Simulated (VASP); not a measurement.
A run of VASP 6.6.1:

The input INCAR:

```
SYSTEM = Hg
PREC = Accurate
ENCUT = 500
EDIFF = 1E-7
ISMEAR = -1
SIGMA = 0.1
LREAL = .FALSE.
LASPH = .TRUE.
NELM = 120
ALGO = Normal
ISIF = 3
LWAVE = .FALSE.
LCHARG = .FALSE.
GGA = PE
IBRION = 2
NSW = 80
EDIFFG = -0.01
GGA_COMPAT = .FALSE.
NELMIN = 4
```

Contents of KPOINTS:

```
Automatic mesh
0
G
  5 5 5
  0 0 0
```

POSCAR

```
Hg
1.0
    5.6937108959      0.0000000000      0.0000000000
    0.0000000000      5.6937108959      0.0000000000
    0.0000000000      0.0000000000      5.6937108959
Hg
8
Direct
    0.0000000000      0.0000000000      0.0000000000
    0.5000000000      0.5000000000      0.5000000000
    0.2500000000      0.0000000000      0.5000000000
    0.7500000000      0.0000000000      0.5000000000
    0.5000000000      0.2500000000      0.0000000000
    0.5000000000      0.7500000000      0.0000000000
    0.0000000000      0.5000000000      0.2500000000
    0.0000000000      0.5000000000      0.7500000000
```

Potentials or basis: VASP PAW PBE potentials, release 64 (Hg).

Command:

```sh
$ cat potpaw_PBE.64/Hg/POTCAR > POTCAR
$ mpirun -np 1 vasp_std > vasp.out
```

Hardware: 1 thread of AMD EPYC 7R13 (shared host).

Question: Estimate the wall time of this run.

Answer: Run time: 17 min on 1 thread of AMD EPYC 7R13, with other jobs on the host, peak memory 0.26 GiB. Counts: scf iterations 76, k points 10, ion steps 6.
